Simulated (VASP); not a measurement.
Input of a VASP 6.6.1 run:

The input INCAR:

```
PREC = Accurate
ENCUT = 520
EDIFF = 1E-6
ISMEAR = 0
SIGMA = 0.15
LREAL = F
LASPH = T
NELM = 100
ALGO = Normal
ISIF = 2
LWAVE = F
LCHARG = F
GGA = PS
NBANDS = 36
```

KPOINTS

```
regular mesh
0
Gamma
  18 18 8
```

Contents of POSCAR:

```
Ge
1.0
    3.8719799035      0.0000000000      0.0000000000
   -1.9359899517      3.3532329593      0.0000000000
    0.0000000000      0.0000000000      7.0291014529
Ge
4
Direct
    0.6666666667      0.3333333333      0.0629118567
    0.3333333333      0.6666666667      0.5629118567
    0.6666666667      0.3333333333      0.4370881433
    0.3333333333      0.6666666667      0.9370881433
```

Potentials or basis: VASP PAW PBE potentials, release 64 (Ge_d).

Command:

```bash
$ cat potpaw_PBE.64/Ge_d/POTCAR > POTCAR
$ mpirun -np 1 vasp_std > vasp.out
```

What does it give for the pressure?

1.0 GPa.

Predict the largest force.

0.633 eV/Å.

Estimate the band gap on the k mesh.

zero (band 28 reaches 4.99 eV, above the bottom of band 29 at 4.79 eV).

Forces on the atoms (eV/Å):
```
Ge   0.000  0.000  0.633
Ge   0.000  0.000  0.633
Ge   0.000  0.000 -0.633
Ge   0.000  0.000 -0.633
```

Caveat: the PAW data sets were made with another functional, which shifts forces and pressure a little.
